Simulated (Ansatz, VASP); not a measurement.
One calculation of InP, two programs

Contents of INCAR:

```
PREC = Accurate
ENCUT = 520
EDIFF = 1E-6
ISMEAR = -1
SIGMA = 0.03
LREAL = False
LASPH = True
NELM = 80
ALGO = Normal
ISIF = 2
LWAVE = False
LCHARG = True
GGA = PS
LELF = True
LVHAR = True
NBANDS = 16
```

File KPOINTS:

```
regular mesh
0
Gamma
  11 11 11
```

POSCAR

```
InP
1.0
    0.0000000000      2.8550000000      2.8835500000
    2.8550000000      0.0000000000      2.8835500000
    2.8550000000      2.8550000000      0.0000000000
In P
1 1
Direct
    0.0000000000      0.0000000000      0.0000000000
    0.5000000000      0.5000000000      0.5000000000
```

Input for Ansatz:

```yaml
crystal:
  lattice:
    - [0.0, 2.855, 2.88355]
    - [2.855, 0.0, 2.88355]
    - [2.855, 2.855, 0.0]
  atoms:
    - { symbol: In, position: [0.0, 0.0, 0.0] }
    - { symbol: P, position: [0.5, 0.5, 0.5] }
kpoints:
  mp_grid: { grid: [11, 11, 11] }
  band_path:
    path:
      - [0.0, 0.0, 0.0]
      - [0.0, 0.5, 0.5]
      - [0.25, 0.75, 0.5]
      - [0.0, 0.5, 0.0]
      - [0.0, 0.0, 0.0]
      - [0.5, 0.5, 0.0]
      - [0.3725370062, 0.6274629938, 0.0]
      - [-0.3725370062, 0.3725370062, 0.0]
      - [0.0, 0.0, 0.0]
    npoints: 5
scf:
  occupations: { method: fermi_dirac, width: 0.03 }
hamiltonian:
  xc: pbesol
  pseudopotentials: { kind: all_electron, lapw: { basis_error: 0.00025 } }
output:
  forces: true
  stress: true
  eigenvalues: true
```

Change from the starting cell: zz strain of +1 %.

Alike in both runs: task single point; functional PBEsol; k mesh 11 × 11 × 11; occupations fermi-dirac, width 0.03 eV; no spin polarisation.

```csv
,VASP,Ansatz
version,VASP 6.6.1,Ansatz 0.2.0
potentials or method,"VASP PAW PBE potentials, release 64 (In_d, P), cutoff 520 eV","all-electron LAPW, scalar-relativistic"
```

```tsv
	VASP	Ansatz	Ansatz less VASP
pressure (GPa)	-8.6	-8.6	0.00
traceless stress, the component that is largest in VASP (GPa)	-0.45	-0.45	+0.001
```

VASP's potentials were made for PBE, not for PBEsol. Ansatz ran all-electron here, and VASP with PAW potentials.
